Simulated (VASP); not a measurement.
Set up this calculation in VASP 6.6.1, as the native input.

* Task: single point
* Functional: LDA
* Potentials or basis: VASP PAW LDA potentials, release 64 (Tl_d)
* Cutoff: 520 eV
* k mesh: 15 × 15 × 15
* Occupations: fermi-dirac, width 0.05 eV
* Spin: no spin polarisation
* Dipole correction: no
* Further INCAR settings: ALGO = Normal; EDIFF = 1e-07; NBANDS = 12

The structure of Tl lies in POSCAR:

```
Tl
1.0
   -1.8961139409      1.8961139409      1.8961139409
    1.8961139409     -1.8961139409      1.8961139409
    1.8961139409      1.8961139409     -1.8961139409
Tl
1
Direct
    0.0000000000      0.0000000000      0.0000000000
```

These files were run (other wordings do the same):

INCAR

```
SYSTEM = Tl
ALGO = Normal
EDIFF = 1E-7
ENCUT = 520
ISIF = 2
ISMEAR = -1
LASPH = .TRUE.
LCHARG = .FALSE.
LREAL = .FALSE.
LWAVE = .FALSE.
NBANDS = 12
NELM = 60
PREC = Accurate
SIGMA = 0.05
```

KPOINTS

```
k-points
0
G
  15 15 15
  0 0 0
```

Potentials or basis: VASP PAW LDA potentials, release 64 (Tl_d).

Launch:

```console
$ cat potpaw_LDA.64/Tl_d/POTCAR > POTCAR
$ mpirun -np 1 vasp_std > vasp.out
```

It gave:

- Pressure: 0.1 GPa

Wall time 7.1 s on 1 thread of Intel(R) Xeon(R) 6975P-C (Granite Rapids) (shared host), peak memory 0.15 GiB.
